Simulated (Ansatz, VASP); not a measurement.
One calculation of C, two programs

```
C
1.0
     2.57171   -0.13884    0.03388
    -1.40609    2.29043   -0.00782
     0.11064    0.03438    8.31320
C
8
Direct
  0.05080 0.07090 0.10519
  0.08197 0.07532 0.55845
  0.00641 0.99763 0.40008
  0.91800 0.89587 0.89827
  0.28474 0.73459 0.17841
  0.72428 0.38898 0.67662
  0.28130 0.62862 0.33297
  0.65250 0.20808 0.85000
```

Change from the starting cell: all atoms moved at random (sigma 0.15 Å a component), cell strained at random (sigma 0.03).

Alike in both runs: task single point; functional PBE; k mesh 12 × 12 × 4; occupations gaussian, width 0.05 eV; no spin polarisation.

|  | VASP | Ansatz |
| --- | --- | --- |
| version | VASP 6.6.1 | Ansatz 0.2.0 |
| potentials or method | VASP PAW PBE potentials, release 64 (C), cutoff 520 eV | scalar-relativistic, plane waves, PAW |
| valence electrons in the cell | 32 | 32 |

|  | VASP | Ansatz | Ansatz less VASP |
| --- | --- | --- | --- |
| gap on the k mesh at the Fermi level (eV) | none | none | - |
| pressure (GPa) | 12.1 | 11.6 | -0.48 |
| traceless stress, the component that is largest in VASP (GPa) | 40.73 | 40.92 | +0.195 |
| rms of the force components (eV/Å) | 5.674 | 5.656 | -0.0176 |

Atom by atom the forces differ by 0.021 eV/Å (rms over components). A gap of «none» marks a metal or a gap that the smearing closes.
